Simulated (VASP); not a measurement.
# MoS2 in VASP: further runs

Runs on MoS2. Level: PBEsol. Tasks: single point.

All numbers are computed with VASP 6.6.1; they aren't measurements. Logs are shortened: lines on timing, memory, paths and dates and some standing lists are left out, and cuts for length are marked.

### Step 1. The cell of the first run

The cell holds a slab with vacuum, 6 atoms: a = 3.120 Å, b = 3.120 Å, c = 24.288 Å, α = 90.00°, β = 90.00°, γ = 120.00°.

### Step 2. Single point, PBEsol

The input, INCAR:

```
PREC = Accurate ; ENCUT = 520
EDIFF = 1E-6 ; ISMEAR = 0
SIGMA = 0.1 ; LREAL = False
LASPH = True ; NELM = 60
ALGO = Normal ; ISIF = 2
LWAVE = False ; LCHARG = True
LDIPOL = True ; IDIPOL = 3
DIPOL = 0.5 0.5 0.500 ; GGA = PS
LELF = True ; LVHAR = True
LVACPOTAV = True ; NBANDS = 35
```

The input, KPOINTS:

```
regular mesh
0
Gamma
  12 12 1
```

The input, POSCAR:

```
MoS2
1.0
    3.1204069001      0.0000000000      0.0000000000
   -1.5602034501      2.7023516456      0.0000000000
    0.0000000000      0.0000000000     24.2881256951
S Mo
4 2
Direct
    0.0000000000      0.0000000000      0.3087928683
    0.3333333333      0.6666666667      0.4406309803
    0.6666666667      0.3333333333      0.5593690197
    0.0000000000      0.0000000000      0.6912071317
    0.6666666667      0.3333333333      0.3747119243
    0.3333333333      0.6666666667      0.6252880757
```

Potentials or basis: VASP PAW PBE potentials, release 64 (S, Mo_sv).

On the command line:

```
$ cat potpaw_PBE.64/S/POTCAR potpaw_PBE.64/Mo_sv/POTCAR > POTCAR
$ mpirun -np 1 vasp_std > vasp.out
```

OUTCAR:

```text
PREC = Accurate
   ENCUT = 520
   EDIFF = 1E-6
   ISMEAR = 0
   LREAL = False
   LASPH = True
   NELM = 60
   ISIF = 2
   GGA = PS

 ion  position               nearest neighbor table
   1  0.000  0.000  0.309-   5 2.41   5 2.41   5 2.41
   2  0.333  0.667  0.441-   5 2.41   5 2.41   5 2.41
   3  0.667  0.333  0.559-   6 2.41   6 2.41   6 2.41
   4  0.000  0.000  0.691-   6 2.41   6 2.41   6 2.41
   5  0.667  0.333  0.375-   2 2.41   2 2.41   1 2.41   1 2.41   1 2.41   2 2.41
   6  0.333  0.667  0.625-   3 2.41   3 2.41   4 2.41   4 2.41   4 2.41   3 2.41

  LATTYP: Found a hexagonal cell.
 ALAT       =     3.1204069001
 C/A-ratio  =     7.7836405548

  Lattice vectors:

 A1 = (   3.1204069001,   0.0000000000,   0.0000000000)
 A2 = (  -1.5602034501,   2.7023516456,   0.0000000000)
 A3 = (   0.0000000000,   0.0000000000,  24.2881256951)

Analysis of symmetry for initial positions (statically):
=====================================================================
 Subroutine PRICEL returns:
 Original cell was already a primitive cell.

 Routine SETGRP: Setting up the symmetry group for a
 hexagonal supercell.

 Subroutine GETGRP returns: Found 12 space group operations
 (whereof 12 operations were pure point group operations)
 out of a pool of 24 trial point group operations.

The static configuration has the point symmetry D_3d.

Analysis of symmetry for dynamics (positions and initial velocities):
=====================================================================
 Subroutine PRICEL returns:
 Original cell was already a primitive cell.

 Routine SETGRP: Setting up the symmetry group for a
 hexagonal supercell.

 Subroutine GETGRP returns: Found 12 space group operations
 (whereof 12 operations were pure point group operations)
 out of a pool of 24 trial point group operations.

The dynamic configuration has the point symmetry D_3d.

 Subroutine INISYM returns: Found 12 space group operations
 (whereof 12 operations are pure point group operations),
 and found     1 'primitive' translations

----------------------------------------------------------------------------------------

                                     Primitive cell

  volume of cell :     204.8081

  direct lattice vectors                    reciprocal lattice vectors
     3.120406900  0.000000000  0.000000000     0.320471026  0.185024033  0.000000000
    -1.560203450  2.702351646  0.000000000     0.000000000  0.370048066  0.000000000
     0.000000000  0.000000000 24.288125695     0.000000000  0.000000000  0.041172382

  length of vectors
     3.120406900  3.120406900 24.288125695     0.370048066  0.370048066  0.041172382

  position of ions in fractional coordinates (direct lattice)
     0.000000000  0.000000000  0.308792868
     0.333333333  0.666666667  0.440630980
     0.666666667  0.333333333  0.559369020
     0.000000000  0.000000000  0.691207132
     0.666666667  0.333333333  0.374711924
     0.333333333  0.666666667  0.625288076

  ion indices of the primitive-cell ions
   primitive index   ion index
                 1           1
                 2           2
                 3           3
                 4           4
                 5           5
                 6           6

----------------------------------------------------------------------------------------

 KPOINTS: regular mesh

Automatic generation of k-mesh.
 Grid dimensions read from file:
 generate k-points for:   12   12    1

 Generating k-lattice:

  Cartesian coordinates                     Fractional coordinates (reciprocal lattice)
     0.026705919  0.015418669  0.000000000     0.083333333  0.000000000  0.000000000
     0.000000000  0.030837339  0.000000000     0.000000000  0.083333333  0.000000000
     0.000000000  0.000000000  0.041172382     0.000000000  0.000000000  1.000000000

  Length of vectors
     0.030837339  0.030837339  0.041172382

  Shift w.r.t. Gamma in fractional coordinates (k-lattice)
     0.000000000  0.000000000  0.000000000

 Subroutine IBZKPT returns following result:
 ===========================================

 Found     19 irreducible k-points:

 Following reciprocal coordinates:
            Coordinates               Weight
  0.000000  0.000000  0.000000      1.000000
  0.083333  0.000000  0.000000      6.000000
  0.166667  0.000000  0.000000      6.000000
  0.250000 -0.000000  0.000000      6.000000
  0.333333 -0.000000  0.000000      6.000000
  0.416667  0.000000  0.000000      6.000000
[... 11 lines left out ...]
  0.333333  0.250000  0.000000     12.000000
  0.333333  0.333333  0.000000      2.000000
   k-points           NKPTS =     19   k-points in BZ     NKDIM =     19   number of bands    NBANDS=     35
   number of dos      NEDOS =    301   number of ions     NIONS =      6
   total plane-waves  NPLWV = 110592
   dimension x,y,z NGX =    24 NGY =   24 NGZ =  192
   dimension x,y,z NGXF=    48 NGYF=   48 NGZF=  384
   ions per type =               4   2
   NGX,Y,Z   is equivalent  to a cutoff of  12.79, 12.79, 13.14 a.u.
   NGXF,Y,Z  is equivalent  to a cutoff of  25.57, 25.57, 26.28 a.u.
 SYSTEM =  unknown system
   PREC   = accura    normal or accurate (medium, high low for compatibility)
   ISTART =      0    job   : 0-new  1-cont  2-samecut
   ICHARG =      2    charge: 1-file 2-atom 10-const
   ISPIN  =      1    spin polarized calculation?
   LNONCOLLINEAR =      F non collinear calculations
   LSORBIT =      F    spin-orbit coupling
   LASPH  =      T    aspherical Exc in radial PAW
   ENCUT  =  520.0 eV  38.22 Ry    6.18 a.u.   5.80  5.80 45.16*2*pi/ulx,y,z
   NELM   =     60;   NELMIN=  2; NELMDL= -5     # of ELM steps
   EDIFF  = 0.1E-05   stopping-criterion for ELM
   LREAL  =      F    real-space projection
   EDIFFG = 0.1E-04   stopping-criterion for IOM
   NSW    =      0    number of steps for IOM
   IBRION =     -1    ionic relax: 0-MD 1-quasi-New 2-CG
   NFREE  =      0    steps in history (QN), initial steepest desc. (CG)
   ISIF   =      2    stress and relaxation
   ISYM   =      2    0-nonsym 1-usesym 2-fastsym
   POTIM  = 0.5000    time-step for ionic-motion
   TEBEG  =    0.0;   TEEND  =   0.0 temperature during run
   PSTRESS=    0.0 pullay stress
   NELECT =      52.0000    total number of electrons
   NUPDOWN=      -1.0000    fix difference up-down
   EMIN   =  10.00;   EMAX   =-10.00  energy-range for DOS
   EFERMI =   0.00;   METHOD = LEGACY
   ISMEAR =     0;   SIGMA  =   0.10  broadening in eV -4-tet -1-fermi 0-gaus
   EFERMI_NEDOS =   21; number of points for ismear=-14 and -15
   IALGO  =     38    algorithm
   IMIX   =      4    mixing-type and parameters
     AMIX     =   0.40;   BMIX     =  1.00
     AMIX_MAG =   1.60;   BMIX_MAG =  1.00
  volume/ion in A,a.u.               =      34.13       230.35
  Fermi-wavevector in a.u.,A,eV,Ry     =   1.036637  1.958961 14.621056  1.074617
  Thomas-Fermi vector in A             =   2.171038
   LORBIT       =      0    0 simple, 1 ext, 2 COOP (PROOUT), +10 PAW based schemes
   GGA     = PS    functional components
   LHFCALC =     F    Hartree Fock is set to
   AEXX    =    0.0000 exact exchange contribution
   IVDW    =     0    specifies the selected vdW correction
   LEPSILON=     F    determine dielectric tensor
   LRPA    =     F    only Hartree local field effects (RPA)
 non-spin polarized calculation
 Gauss-broadening in eV      SIGMA  =   0.10
  energy-cutoff  :      520.00
  volume of cell :      204.81
 maximum number of plane-waves:      5554
 NGX is ok and might be reduce to    24
   NGX = 11   NGY = 11   NGZ = 91

 dipolmoment           0.000000      0.000000      0.000000 electrons x Angstroem

 number of electron      52.0000001 magnetization

 dipolmoment           0.000000      0.000000     -0.000000 electrons x Angstroem

 Free energy of the ion-electron system (eV)
  ---------------------------------------------------
  ext. energy  EPLUGINS =         0.00000000
  ---------------------------------------------------
  free energy    TOTEN  =       -45.21881092 eV

  energy without entropy =      -45.20481671  energy(sigma->0) =      -45.21181382

 E-fermi :   1.5350     XC(G=0):  -6.0638

 val. band max:        1.5195385269   @ k =   0.0000   0.0000   0.0000
 cond. band min:       1.5814489707   @ k =   0.2500   0.1667   0.0000
 fundamental gap:      0.0619104438
 Fermi energy:         1.5350230032

 k-point     1 :       0.0000    0.0000    0.0000
  band No.  band energies     occupation
      1     -60.0737      2.00000
      2     -60.0737      2.00000
      3     -34.2140      2.00000
      4     -34.2139      2.00000
      5     -34.0365      2.00000
      6     -34.0365      2.00000
[... 27 lines left out ...]
     34       4.9254      0.00000
     35       6.1910      0.00000

 k-point     2 :       0.0833    0.0000    0.0000
  band No.  band energies     occupation
      1     -60.0704      2.00000
      2     -60.0704      2.00000
      3     -34.2078      2.00000
      4     -34.2078      2.00000
      5     -34.0677      2.00000
      6     -34.0677      2.00000
[... 27 lines left out ...]
     34       4.8825      0.00000
     35       6.3499      0.00000

 k-point     3 :       0.1667    0.0000    0.0000
  band No.  band energies     occupation
      1     -60.0615      2.00000
      2     -60.0615      2.00000
      3     -34.1912      2.00000
      4     -34.1911      2.00000
      5     -34.1520      2.00000
      6     -34.1520      2.00000
[... 27 lines left out ...]
     34       4.8402      0.00000
     35       6.7929      0.00000

 k-point     4 :       0.2500   -0.0000    0.0000
  band No.  band energies     occupation
      1     -60.0493      2.00000
      2     -60.0493      2.00000
      3     -34.2659      2.00000
      4     -34.2659      2.00000
      5     -34.1678      2.00000
      6     -34.1677      2.00000
[... 27 lines left out ...]
     34       4.9195      0.00000
     35       7.4745      0.00000

 k-point     5 :       0.3333   -0.0000    0.0000
  band No.  band energies     occupation
      1     -60.0370      2.00000
      2     -60.0370      2.00000
      3     -34.3776      2.00000
      4     -34.3776      2.00000
      5     -34.1446      2.00000
      6     -34.1446      2.00000
[... 448 lines left out ...]
 k-point    17 :       0.2500    0.2500    0.0000
  band No.  band energies     occupation
      1     -60.0247      2.00000
      2     -60.0247      2.00000
      3     -34.4025      2.00000
      4     -34.4025      2.00000
      5     -34.2298      2.00000
      6     -34.2298      2.00000
[... 27 lines left out ...]
     34       6.0433      0.00000
     35       8.3385      0.00000

 k-point    18 :       0.3333    0.2500    0.0000
  band No.  band energies     occupation
      1     -60.0202      2.00000
      2     -60.0202      2.00000
      3     -34.4063      2.00000
      4     -34.4063      2.00000
      5     -34.2766      2.00000
      6     -34.2766      2.00000
[... 27 lines left out ...]
     34       5.7034      0.00000
     35       8.1936      0.00000

 k-point    19 :       0.3333    0.3333    0.0000
  band No.  band energies     occupation
      1     -60.0186      2.00000
      2     -60.0186      2.00000
      3     -34.3510      2.00000
      4     -34.3510      2.00000
      5     -34.3509      2.00000
      6     -34.3509      2.00000
[... 27 lines left out ...]
     34       5.2059      0.00000
     35       8.2761      0.00000

------------------------ aborting loop because EDIFF is reached ----------------------------------------

  FORCE on cell =-STRESS in cart. coord.  units (eV):
  Direction    XX          YY          ZZ          XY          YZ          ZX
  --------------------------------------------------------------------------------------
  -------------------------------------------------------------------------------------
  Total       -0.0999405     -0.0999405     -0.0323828      0.0000000     -0.0000000      0.0000000
  in kB       -0.7818170     -0.7818170     -0.2533252      0.0000000     -0.0000000      0.0000000
  external PRESSURE =      -0.6056530 kB  Pullay stress =       0.0000000 kB

 VOLUME and BASIS-vectors are now :
 -----------------------------------------------------------------------------
  energy-cutoff  :      520.00
  volume of cell :      204.81
      direct lattice vectors                 reciprocal lattice vectors
     3.120406900  0.000000000  0.000000000     0.320471026  0.185024033  0.000000000
    -1.560203450  2.702351646  0.000000000     0.000000000  0.370048066  0.000000000
     0.000000000  0.000000000 24.288125695     0.000000000  0.000000000  0.041172382

 POSITION                                       TOTAL-FORCE (eV/Angst)
 -----------------------------------------------------------------------------------
      0.00000      0.00000      7.50000        -0.000000     -0.000000      0.022527
     -0.00000      1.80157     10.70210         0.000000     -0.000000      0.067041
      1.56020      0.90078     13.58603        -0.000000      0.000000     -0.067041
      0.00000      0.00000     16.78813         0.000000      0.000000     -0.022527
      1.56020      0.90078      9.10105        -0.000000      0.000000     -0.068535
     -0.00000      1.80157     15.18708         0.000000      0.000000      0.068535
 -----------------------------------------------------------------------------------
    total drift:                               -0.000000      0.000000     -0.000000

  FREE ENERGIE OF THE ION-ELECTRON SYSTEM (eV)
  ---------------------------------------------------
  free  energy   TOTEN  =       -45.2188109219 eV

  energy  without entropy=      -45.2048167113  energy(sigma->0) =      -45.21181382

 vacuum level on the upper side and lower side of the slab         6.655         6.655
```

It took 6 min on 1 thread of Intel Xeon 8259CL, shared host; peak memory 0.37 GiB.

What came out:

```
Free energy            : -45.2188 eV
Largest force          : 0.069 eV/Å
Band gap on the k mesh : zero (bands 26 and 27 overlap by 0.55 eV)
```

Forces on the atoms (eV/Å):
```
S    0.000  0.000  0.023
S    0.000  0.000  0.067
S    0.000  0.000 -0.067
S    0.000  0.000 -0.023
Mo   0.000  0.000 -0.069
Mo   0.000  0.000  0.069
```

Caveat: the PAW data sets were made with another functional, which shifts forces and pressure a little.

### Step 3. Single point, PBEsol

The input, INCAR:

```
PREC = Accurate
ENCUT = 520
EDIFF = 1E-6
ISMEAR = 0
SIGMA = 0.1
LREAL = F
LASPH = T
NELM = 100
ALGO = Normal
ISIF = 2
LWAVE = F
LCHARG = F
LDIPOL = T
IDIPOL = 3
DIPOL = 0.5 0.5 0.500
GGA = PS
NBANDS = 35
```

KPOINTS is that of step 2.

The input, POSCAR:

```
MoS2
1.0
    3.1204069001      0.0000000000      0.0000000000
   -1.5602034501      2.7023516456      0.0000000000
    0.0000000000      0.0000000000     24.2881256951
S Mo
4 2
Direct
    0.0000000000      0.0000000000      0.3103163011
    0.3333333333      0.6666666667      0.4422110355
    0.6666666667      0.3333333333      0.5577889654
    0.0000000000      0.0000000000      0.6896836996
    0.6666666667      0.3333333333      0.3761034434
    0.3333333333      0.6666666667      0.6238965550
```

Potentials or basis: VASP PAW PBE potentials, release 64 (S, Mo_sv).

On the command line:

```
$ cat potpaw_PBE.64/S/POTCAR potpaw_PBE.64/Mo_sv/POTCAR > POTCAR
$ mpirun -np 1 vasp_std > vasp.out
```

Wall time 6 min (1 thread of Intel Xeon 8259CL, shared host); peak memory 0.38 GiB.

It converged, with:

```yaml
Free_energy: -45.2196 eV
Largest_force: 0.008 eV/Å
Band_gap_on_the_k_mesh: zero (bands 26 and 27 overlap by 0.56 eV)
```

Forces on the atoms (eV/Å):
```
S    0.000  0.000 -0.005
S    0.000  0.000 -0.008
S    0.000  0.000  0.008
S    0.000  0.000  0.005
Mo   0.000  0.000  0.004
Mo   0.000  0.000 -0.004
```

Levels at points of the mesh, in eV from the Fermi level:
```csv
k point,band 23,band 24,band 25,band 26,band 27,band 28,band 29,band 30
"(0.00, 0.00, 0.00)",-0.83,-0.82,-0.82,-0.48,-0.02,-0.02,0.07,0.07
"(0.50, 0.00, 0.00)",-2.37,-2.17,-1.55,-1.36,1.40,1.40,1.89,2.07
```

Caveat: the PAW data sets were made with another functional, which shifts forces and pressure a little.
